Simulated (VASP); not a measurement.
# Lu2SiF3 (I4/mmm) in VASP: single point with PBE

Aim: the single point of Lu2SiF3 with PBE.

Program: VASP 6.6.1. These are calculated values, not measurements. Logs are shortened: lines on timing, memory, paths and dates and some standing lists are left out, and cuts for length are marked.

**1. The cell of the first run**

The structure is tetragonal, space group I4/mmm (No. 139). Conventional cell: a = 5.274 Å, b = 5.274 Å, c = 9.133 Å, α = 90.00°, β = 90.00°, γ = 90.00°. Within 3.5 Å of Lu (site symmetry mmm) lie 2 Si at 2.64 Å and 6 F at 2.64 to 3.27 Å. Within 2.7 Å of Si (site symmetry 4/mmm) lie 2 F at 1.94 Å and 4 Lu at 2.64 Å. Within 2.7 Å of F (site symmetry 4mm) lie 1 Si at 1.94 Å and 1 F at 2.63 Å. F (site symmetry 4/mmm) has 2 F at 2.63 Å and 4 Lu at 2.64 Å within 3.5 Å.

The cell was generated, and may not be a known phase.

**2. Single point, PBE**

INCAR

```
SYSTEM = Lu2SiF3
ALGO = Normal ; EDIFF = 1E-6
ENCUT = 520 ; GGA = PE
ISIF = 2 ; ISMEAR = 0
LASPH = .TRUE. ; LCHARG = .FALSE.
LREAL = .FALSE. ; LWAVE = .FALSE.
NBANDS = 46 ; NELM = 80
PREC = Accurate ; SIGMA = 0.1
```

KPOINTS

```
k-points
0
G
  10 10 10
  0 0 0
```

POSCAR

```
Lu2SiF3
1.0
   -2.6369414784      2.6369414784      4.5663301147
    2.6369414784     -2.6369414784      4.5663301147
    2.6369414784      2.6369414784     -4.5663301147
Lu Si F
2 1 3
Direct
    0.5000000000      0.0000000000      0.5000000000
    0.0000000000      0.5000000000      0.5000000000
    0.0000000000      0.0000000000      0.0000000000
    0.2119441012      0.2119441012      0.0000000000
    0.7880558988      0.7880558988      0.0000000000
    0.5000000000      0.5000000000      0.0000000000
```

Potentials or basis: VASP PAW PBE potentials, release 64 (Lu, Si, F).

On the command line:

```sh
$ cat potpaw_PBE.64/Lu/POTCAR potpaw_PBE.64/Si/POTCAR potpaw_PBE.64/F/POTCAR > POTCAR
$ mpirun -np 1 vasp_std > vasp.out
```

OUTCAR:

```text
SYSTEM = Lu2SiF3
   EDIFF = 1E-6
   ENCUT = 520
   GGA = PE
   ISIF = 2
   ISMEAR = 0
   LASPH = .TRUE.
   LREAL = .FALSE.
   NELM = 80
   PREC = Accurate

 ion  position               nearest neighbor table
   1  0.500  0.000  0.500-   3 2.64   6 2.64   6 2.64   3 2.64   2 3.73   2 3.73   2 3.73   2 3.73

   2  0.000  0.500  0.500-   3 2.64   6 2.64   3 2.64   6 2.64   1 3.73   1 3.73   1 3.73   1 3.73

   3  0.000  0.000  0.000-   4 1.94   5 1.94   1 2.64   2 2.64   2 2.64   1 2.64
   4  0.212  0.212  0.000-   3 1.94
   5  0.788  0.788  0.000-   3 1.94
   6  0.500  0.500  0.000-   1 2.64   2 2.64   1 2.64   2 2.64

  LATTYP: Found a body centered tetragonal cell.
 ALAT       =     5.2738829568
 C/A-ratio  =     1.7316766990

  Lattice vectors:

 A1 = (  -2.6369414784,   2.6369414784,   4.5663301147)
 A2 = (   2.6369414784,  -2.6369414784,   4.5663301147)
 A3 = (   2.6369414784,   2.6369414784,  -4.5663301147)

Analysis of symmetry for initial positions (statically):
=====================================================================
 Subroutine PRICEL returns:
 Original cell was already a primitive cell.

 Routine SETGRP: Setting up the symmetry group for a
 body centered tetragonal supercell.

 Subroutine GETGRP returns: Found 16 space group operations
 (whereof 16 operations were pure point group operations)
 out of a pool of 16 trial point group operations.

The static configuration has the point symmetry D_4h.

Analysis of symmetry for dynamics (positions and initial velocities):
=====================================================================
 Subroutine PRICEL returns:
 Original cell was already a primitive cell.

 Routine SETGRP: Setting up the symmetry group for a
 body centered tetragonal supercell.

 Subroutine GETGRP returns: Found 16 space group operations
 (whereof 16 operations were pure point group operations)
 out of a pool of 16 trial point group operations.

The dynamic configuration has the point symmetry D_4h.

 Subroutine INISYM returns: Found 16 space group operations
 (whereof 16 operations are pure point group operations),
 and found     1 'primitive' translations

----------------------------------------------------------------------------------------

                                     Primitive cell

  volume of cell :     127.0072

  direct lattice vectors                    reciprocal lattice vectors
    -2.636941478  2.636941478  4.566330115     0.000000000  0.189613613  0.109497121
     2.636941478 -2.636941478  4.566330115     0.189613613  0.000000000  0.109497121
     2.636941478  2.636941478 -4.566330115     0.189613613  0.189613613  0.000000000

  length of vectors
     5.895616290  5.895616290  5.895616290     0.218958767  0.218958767  0.268154143

  position of ions in fractional coordinates (direct lattice)
     0.500000000  0.000000000  0.500000000
     0.000000000  0.500000000  0.500000000
     0.000000000  0.000000000  0.000000000
     0.211944101  0.211944101  0.000000000
     0.788055899  0.788055899  0.000000000
     0.500000000  0.500000000  0.000000000

  ion indices of the primitive-cell ions
   primitive index   ion index
                 1           1
                 2           2
                 3           3
                 4           4
                 5           5
                 6           6

----------------------------------------------------------------------------------------

 KPOINTS: k-points

Automatic generation of k-mesh.
 Grid dimensions read from file:
 generate k-points for:   10   10   10

 Generating k-lattice:

  Cartesian coordinates                     Fractional coordinates (reciprocal lattice)
     0.000000000  0.018961361  0.010949712     0.100000000  0.000000000  0.000000000
     0.018961361  0.000000000  0.010949712     0.000000000  0.100000000  0.000000000
     0.018961361  0.018961361  0.000000000     0.000000000  0.000000000  0.100000000

  Length of vectors
     0.021895877  0.021895877  0.026815414

  Shift w.r.t. Gamma in fractional coordinates (k-lattice)
     0.000000000  0.000000000  0.000000000

 Subroutine IBZKPT returns following result:
 ===========================================

 Found    102 irreducible k-points:

 Following reciprocal coordinates:
            Coordinates               Weight
  0.000000  0.000000  0.000000      1.000000
  0.100000 -0.000000  0.000000      8.000000
  0.200000 -0.000000  0.000000      8.000000
  0.300000  0.000000  0.000000      8.000000
  0.400000  0.000000  0.000000      8.000000
  0.500000  0.000000  0.000000      4.000000
[... 16 lines left out ...]
  0.300000  0.300000  0.000000      8.000000
  0.400000  0.300000  0.000000     16.000000
 [... further k-points ...]
   k-points           NKPTS =    102   k-points in BZ     NKDIM =    102   number of bands    NBANDS=     46
   number of dos      NEDOS =    301   number of ions     NIONS =      6
   total plane-waves  NPLWV = 110592
   dimension x,y,z NGX =    48 NGY =   48 NGZ =   48
   dimension x,y,z NGXF=    96 NGYF=   96 NGZF=   96
   ions per type =               2   1   3
   NGX,Y,Z   is equivalent  to a cutoff of  13.54, 13.54, 13.54 a.u.
   NGXF,Y,Z  is equivalent  to a cutoff of  27.07, 27.07, 27.07 a.u.
 SYSTEM =  Lu2SiF3
   PREC   = accura    normal or accurate (medium, high low for compatibility)
   ISTART =      0    job   : 0-new  1-cont  2-samecut
   ICHARG =      2    charge: 1-file 2-atom 10-const
   ISPIN  =      1    spin polarized calculation?
   LNONCOLLINEAR =      F non collinear calculations
   LSORBIT =      F    spin-orbit coupling
   LASPH  =      T    aspherical Exc in radial PAW
   ENCUT  =  520.0 eV  38.22 Ry    6.18 a.u.  10.96 10.96 10.96*2*pi/ulx,y,z
   NELM   =     80;   NELMIN=  2; NELMDL= -5     # of ELM steps
   EDIFF  = 0.1E-05   stopping-criterion for ELM
   LREAL  =      F    real-space projection
   EDIFFG = 0.1E-04   stopping-criterion for IOM
   NSW    =      0    number of steps for IOM
   IBRION =     -1    ionic relax: 0-MD 1-quasi-New 2-CG
   NFREE  =      0    steps in history (QN), initial steepest desc. (CG)
   ISIF   =      2    stress and relaxation
   ISYM   =      2    0-nonsym 1-usesym 2-fastsym
   POTIM  = 0.5000    time-step for ionic-motion
   TEBEG  =    0.0;   TEEND  =   0.0 temperature during run
   PSTRESS=    0.0 pullay stress
   NELECT =      75.0000    total number of electrons
   NUPDOWN=      -1.0000    fix difference up-down
   EMIN   =  10.00;   EMAX   =-10.00  energy-range for DOS
   EFERMI =   0.00;   METHOD = LEGACY
   ISMEAR =     0;   SIGMA  =   0.10  broadening in eV -4-tet -1-fermi 0-gaus
   EFERMI_NEDOS =   21; number of points for ismear=-14 and -15
   IALGO  =     38    algorithm
   IMIX   =      4    mixing-type and parameters
     AMIX     =   0.40;   BMIX     =  1.00
     AMIX_MAG =   1.60;   BMIX_MAG =  1.00
  volume/ion in A,a.u.               =      21.17       142.85
  Fermi-wavevector in a.u.,A,eV,Ry     =   1.373470  2.595482 25.666298  1.886420
  Thomas-Fermi vector in A             =   2.498984
   LORBIT       =      0    0 simple, 1 ext, 2 COOP (PROOUT), +10 PAW based schemes
   GGA     = PE    functional components
   LHFCALC =     F    Hartree Fock is set to
   AEXX    =    0.0000 exact exchange contribution
   IVDW    =     0    specifies the selected vdW correction
   LEPSILON=     F    determine dielectric tensor
   LRPA    =     F    only Hartree local field effects (RPA)
 non-spin polarized calculation
 Gauss-broadening in eV      SIGMA  =   0.10
  energy-cutoff  :      520.00
  volume of cell :      127.01
 maximum number of plane-waves:      3446
 NGX is ok and might be reduce to    48
   NGX = 21   NGY = 21   NGZ = 21

 number of electron      75.0000006 magnetization

 Free energy of the ion-electron system (eV)
  ---------------------------------------------------
  ext. energy  EPLUGINS =         0.00000000
  ---------------------------------------------------
  free energy    TOTEN  =       -28.67081308 eV

  energy without entropy =      -28.65861776  energy(sigma->0) =      -28.66471542

 E-fermi :   2.5504     XC(G=0):  -9.0933

 val. band max:        2.5309659909   @ k =   0.4000   0.1000   0.0000
 cond. band min:       2.5640460415   @ k =  -0.1000   0.4000   0.1000
 fundamental gap:      0.0330800506
 Fermi energy:         2.5504113992

 k-point     1 :       0.0000    0.0000    0.0000
  band No.  band energies     occupation
      1     -55.2304      2.00000
      2     -55.2236      2.00000
      3     -26.1021      2.00000
      4     -26.0895      2.00000
      5     -25.9002      2.00000
      6     -25.9002      2.00000
[... 38 lines left out ...]
     45       5.2458      0.00000
     46       5.2458      0.00000

 k-point     2 :       0.1000   -0.0000    0.0000
  band No.  band energies     occupation
      1     -55.2302      2.00000
      2     -55.2238      2.00000
      3     -26.1018      2.00000
      4     -26.0898      2.00000
      5     -25.9025      2.00000
      6     -25.8991      2.00000
[... 38 lines left out ...]
     45       5.1919      0.00000
     46       5.1930      0.00000

 k-point     3 :       0.2000   -0.0000    0.0000
  band No.  band energies     occupation
      1     -55.2297      2.00000
      2     -55.2243      2.00000
      3     -26.1010      2.00000
      4     -26.0907      2.00000
      5     -25.9086      2.00000
      6     -25.8961      2.00000
[... 38 lines left out ...]
     45       5.0457      0.00000
     46       5.4620      0.00000

 k-point     4 :       0.3000    0.0000    0.0000
  band No.  band energies     occupation
      1     -55.2290      2.00000
      2     -55.2250      2.00000
      3     -26.0996      2.00000
      4     -26.0921      2.00000
      5     -25.9163      2.00000
      6     -25.8923      2.00000
[... 920 lines left out ...]
     45       5.3265      0.00000
     46       5.5442      0.00000

 k-point    23 :       0.3000    0.3000    0.0000
  band No.  band energies     occupation
      1     -55.2281      2.00000
      2     -55.2258      2.00000
      3     -26.1011      2.00000
      4     -26.0905      2.00000
      5     -25.9795      2.00000
      6     -25.8458      2.00000
[... 38 lines left out ...]
     45       5.2562      0.00000
     46       5.4289      0.00000

 k-point    24 :       0.4000    0.3000    0.0000
  band No.  band energies     occupation
      1     -55.2275      2.00000
      2     -55.2264      2.00000
      3     -26.1004      2.00000
      4     -26.0909      2.00000
      5     -25.9943      2.00000
      6     -25.8372      2.00000
[... 38 lines left out ...]
     45       5.2505      0.00000
     46       5.3938      0.00000

 [... further k-points ...]

------------------------ aborting loop because EDIFF is reached ----------------------------------------

  FORCE on cell =-STRESS in cart. coord.  units (eV):
  Direction    XX          YY          ZZ          XY          YZ          ZX
  --------------------------------------------------------------------------------------
  -------------------------------------------------------------------------------------
  Total        0.0099814      0.0099814      0.0866788      0.0000000      0.0000000      0.0000000
  in kB        0.1259145      0.1259145      1.0934407      0.0000000      0.0000000      0.0000000
  external PRESSURE =       0.4484232 kB  Pullay stress =       0.0000000 kB

 VOLUME and BASIS-vectors are now :
 -----------------------------------------------------------------------------
  energy-cutoff  :      520.00
  volume of cell :      127.01
      direct lattice vectors                 reciprocal lattice vectors
    -2.636941478  2.636941478  4.566330115     0.000000000  0.189613613  0.109497121
     2.636941478 -2.636941478  4.566330115     0.189613613  0.000000000  0.109497121
     2.636941478  2.636941478 -4.566330115     0.189613613  0.189613613  0.000000000

 POSITION                                       TOTAL-FORCE (eV/Angst)
 -----------------------------------------------------------------------------------
      0.00000      2.63694      0.00000         0.000000      0.000000     -0.000000
      2.63694      0.00000      0.00000         0.000000      0.000000     -0.000000
      0.00000      0.00000      0.00000         0.000000      0.000000     -0.000000
      0.00000      0.00000      1.93561        -0.000000     -0.000000      0.055431
      0.00000      0.00000      7.19705        -0.000000     -0.000000     -0.055431
      0.00000      0.00000      4.56633         0.000000      0.000000     -0.000000
 -----------------------------------------------------------------------------------
    total drift:                               -0.000000     -0.000000      0.000000

  FREE ENERGIE OF THE ION-ELECTRON SYSTEM (eV)
  ---------------------------------------------------
  free  energy   TOTEN  =       -28.6708130761 eV

  energy  without entropy=      -28.6586177639  energy(sigma->0) =      -28.66471542
```

Run time: 16 min. Hardware: 1 thread of Intel Xeon Platinum 8259CL at 2.50GHz (Skylake/Cascade Lake), shared host; peak memory 0.68 GiB.

Results:

- Free energy: -28.6708 eV
- Pressure: 0.0 GPa
- Largest force: 0.055 eV/Å
- Band gap on the k mesh: zero (an odd number of electrons rules out a gap without spin polarisation)

Forces in eV/Å, atoms in the order of the input:
```
Lu   0.000  0.000  0.000
Lu   0.000  0.000  0.000
Si   0.000  0.000  0.000
F    0.000  0.000  0.055
F    0.000  0.000 -0.055
F    0.000  0.000  0.000
```

Caveat: spin-orbit coupling is left out, which moves the levels of the heavy elements; an odd number of electrons without spin polarisation forces a metal; a magnetic or distorted state may lie lower.

The gap in the log of VASP goes by the Fermi energy; the results here count the filled bands.